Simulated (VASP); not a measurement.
Here is a VASP 6.6.1 calculation.

INCAR

```
SYSTEM = SnO
  ALGO = Normal
  EDIFF = 1E-6
  EDIFFG = -0.01
  ENCUT = 600
  GGA = PS
  IBRION = 2
  ISIF = 4
  ISMEAR = 0
  IVDW = 12
  LASPH = .TRUE.
  LCHARG = .FALSE.
  LREAL = .FALSE.
  LWAVE = .FALSE.
  NELM = 60
  NSW = 50
  PREC = Accurate
  SIGMA = 0.02
```

Contents of KPOINTS:

```
k-points
0
G
  8 6 8
  0 0 0
```

POSCAR

```
SnO
1.0
    3.3435624585      0.0000000000      0.0000000000
    0.0000000000      5.7013983510      0.0000000000
    0.0000000000      0.0000000000      3.7281008046
Sn O
2 2
Direct
    0.0000000000      0.2394838743      0.5377158705
    0.5000000000      0.7605161257      0.0377158705
    0.0000000000      0.8790975191      0.7122851295
    0.5000000000      0.1209024809      0.2122851295
```

Potentials or basis: VASP PAW PBE potentials, release 64 (Sn_d, O).

Launch:

```sh
$ cat potpaw_PBE.64/Sn_d/POTCAR potpaw_PBE.64/O/POTCAR > POTCAR
$ mpirun -np 1 vasp_std > vasp.out
```

Problem. What does it give for the dispersion energy per atom?

Solution. -0.212 eV.

Problem. Predict the band gap on the k mesh.

Solution. 1.14 eV (least direct gap 1.77 eV).

Step by step:
| step | energy change (eV) | largest force (eV/Å) | pressure (GPa) | volume (Å³) |
| --- | --- | --- | --- | --- |
| 1 | 0.0000 | 0.3274 | -3.25 | 71.07 |
| 2 | -0.0071 | 0.0484 | -2.09 | 71.07 |
| 3 | -0.0073 | 0.0389 | -1.87 | 71.07 |
| 4 | -0.0080 | 0.0424 | -1.76 | 71.07 |
| 5 | -0.0082 | 0.0527 | -1.67 | 71.07 |
| 6 | -0.0085 | 0.0110 | -1.63 | 71.07 |
| 7 | -0.0085 | 0.0122 | -1.63 | 71.07 |
| 8 | -0.0085 | 0.0121 | -1.62 | 71.07 |
| 9 | -0.0086 | 0.0115 | -1.61 | 71.07 |
| 10 | -0.0086 | 0.0146 | -1.59 | 71.07 |
| 11 | -0.0086 | 0.0127 | -1.58 | 71.07 |
| 12 | -0.0087 | 0.0026 | -1.61 | 71.07 |

Caveat: the PAW data sets were made with another functional, which shifts forces and pressure a little; spin-orbit coupling is left out, which moves the levels of the heavy elements. A k mesh can miss the band edges.
